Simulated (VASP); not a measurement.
Write the native input for VASP 6.6.1 that does the following.

```
Task                   : single point
Functional             : LDA
Potentials or basis    : VASP PAW LDA potentials, release 64 (K_sv, Pt)
Cutoff                 : 520 eV
k mesh                 : 11 × 11 × 6
Occupations            : fermi-dirac, width 0.08 eV
Spin                   : collinear spin
Starting moments       : [0.0, 0.5] μB
Fixed moment           : 0.5 μB
Dipole correction      : no
Further INCAR settings : ALGO = Normal; EDIFF = 1e-06; NBANDS = 20
```

The structure of KPt lies in POSCAR:

```
KPt
1.0
    3.0008472788      0.0000000000      0.0000000000
   -1.5004236394      2.5988099763      0.0000000000
    0.0000000000      0.0000000000      5.3455780000
K Pt
1 1
Direct
    0.0000000000      0.0000000000      0.5000000000
    0.6666666667      0.3333333333      0.0000000000
```

The input as run:

INCAR

```
  PREC = Accurate
  ENCUT = 520
  EDIFF = 1E-6
  ISMEAR = -1
  SIGMA = 0.08
  LREAL = F
  LASPH = T
  NELM = 150
  ALGO = Normal
  ISIF = 2
  LWAVE = F
  LCHARG = T
  ISPIN = 2
  MAGMOM = 0 0.5
  LORBIT = 11
  NUPDOWN = 0.5
  LMAXMIX = 4
  GGA = CA
  LELF = T
  LVHAR = T
  NBANDS = 20
```

KPOINTS

```
regular mesh
0
Gamma
  11 11 6
```

Potentials or basis: VASP PAW LDA potentials, release 64 (K_sv, Pt).

Run with:

```console
$ cat potpaw_LDA.64/K_sv/POTCAR potpaw_LDA.64/Pt/POTCAR > POTCAR
$ mpirun -np 1 vasp_std > vasp.out
```

Results of the run:

The pressure is -6.0 GPa. The net moment is 0.50 μB per cell. The site moments are K +0.01; Pt +0.41 μB and the valence electrons inside the program's atomic spheres are K 7.63; Pt 9.01.

Caveat: the cell stands under tension; the total moment is fixed, so each spin has its own Fermi level.

Wall time 65 s on 1 thread of Intel(R) Xeon(R) Platinum 8259CL CPU @ 2.50GHz (Skylake/Cascade Lake) (shared host), peak memory 0.21 GiB.
